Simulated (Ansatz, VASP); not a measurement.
Two plane-wave programs on BN

File INCAR:

```
SYSTEM = BN
ALGO = Normal ; EDIFF = 1E-6
ENCUT = 520 ; GGA = PE
ISIF = 2 ; ISMEAR = 0
LASPH = .True. ; LCHARG = .False.
LREAL = .False. ; LWAVE = .False.
NBANDS = 11 ; NELM = 60
PREC = Accurate ; SIGMA = 0.01
```

The input KPOINTS:

```
k-points
0
Gamma
  9 9 9
  0 0 0
```

POSCAR

```
BN
1.0
    0.0000000000      1.7923102062      1.7923102062
    1.7923102062      0.0000000000      1.7923102062
    1.7923102062      1.7923102062      0.0000000000
B N
1 1
Direct
    0.0000000000      0.0000000000      0.0000000000
    0.2500000000      0.2500000000      0.2500000000
```

Input for Ansatz:

```yaml
crystal:
  lattice:
    - [0.0, 1.7923102062227503, 1.7923102062227503]
    - [1.7923102062227503, 0.0, 1.7923102062227503]
    - [1.7923102062227503, 1.7923102062227503, 0.0]
  atoms:
    - { symbol: B, position: [0.0, 0.0, 0.0] }
    - { symbol: "N", position: [0.25, 0.25, 0.25] }
basis:
  ecutwfc: 500.0
kpoints:
  mp_grid:
    grid: [9, 9, 9]
hamiltonian:
  xc: pbe
scf:
  occupations:
    method: fixed
output:
  stress: true
```

Alike in both runs: task single point; functional PBE; k mesh 9 × 9 × 9; no spin polarisation.

|  | VASP | Ansatz |
| --- | --- | --- |
| version | VASP 6.6.1 | Ansatz 0.2.0 |
| potentials or method | VASP PAW PBE potentials, release 64 (B, N), cutoff 520 eV | plane waves, PAW |
| occupations | gaussian, width 0.01 eV | fixed |
| valence electrons in the cell | 8 | 8 |

|  | VASP | Ansatz | Ansatz less VASP |
| --- | --- | --- | --- |
| pressure (GPa) | 13.5 | 13.2 | -0.30 |
